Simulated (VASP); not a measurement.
Write the native input for VASP 6.6.1 that does the following.

```yaml
Task: single point
Functional: PBEsol
Potentials_or_basis: VASP PAW PBE potentials, release 64 (Sc_sv)
Cutoff: 520 eV
k_mesh: 12 × 12 × 12
Occupations: fermi-dirac, width 0.03 eV
Spin: no spin polarisation
Dipole_correction: no
Further_INCAR_settings: ALGO = Normal; EDIFF = 1e-06; NBANDS = 12
```

The structure of Sc lies in POSCAR:

```
Sc
1.0
    0.0000000000      2.2552612858      2.2552612858
    2.2552612858      0.0000000000      2.2552612858
    2.2552612858      2.2552612858      0.0000000000
Sc
1
Direct
    0.0000000000      0.0000000000      0.0000000000
```

This cell differs from its parent crystal: volume scaled by 0.98.

The input as run:

INCAR

```
ALGO     = Normal         # electronic algorithm
EDIFF    = 1E-6           # SCF threshold, eV
ENCUT    = 520            # plane-wave cutoff, eV
GGA      = PS             # functional
ISIF     = 2              # what is computed and relaxed
ISMEAR   = -1             # smearing method
LASPH    = T              # aspherical terms in the spheres
LCHARG   = T              # write CHGCAR
LELF     = T              # ELF
LREAL    = F              # projectors in reciprocal space
LVHAR    = T            
LWAVE    = F              # write WAVECAR
NBANDS   = 12             # bands
NELM     = 80             # most SCF steps
PREC     = Accurate       # precision mode
SIGMA    = 0.03           # smearing width, eV
```

KPOINTS

```
k-points
0
Gamma
  12 12 12
```

Potentials or basis: VASP PAW PBE potentials, release 64 (Sc_sv).

Run with:

```bash
$ cat potpaw_PBE.64/Sc_sv/POTCAR > POTCAR
$ mpirun -np 1 vasp_std > vasp.out
```

Results of the run:

```yaml
Pressure: 1.6 GPa
```

Caveat: the PAW data sets were made with another functional, which shifts forces and pressure a little.

Run time: 8.2 s on 1 thread of Intel(R) Xeon(R) Platinum 8375C CPU @ 2.90GHz (Ice Lake), on a shared host, peak memory 0.15 GiB.
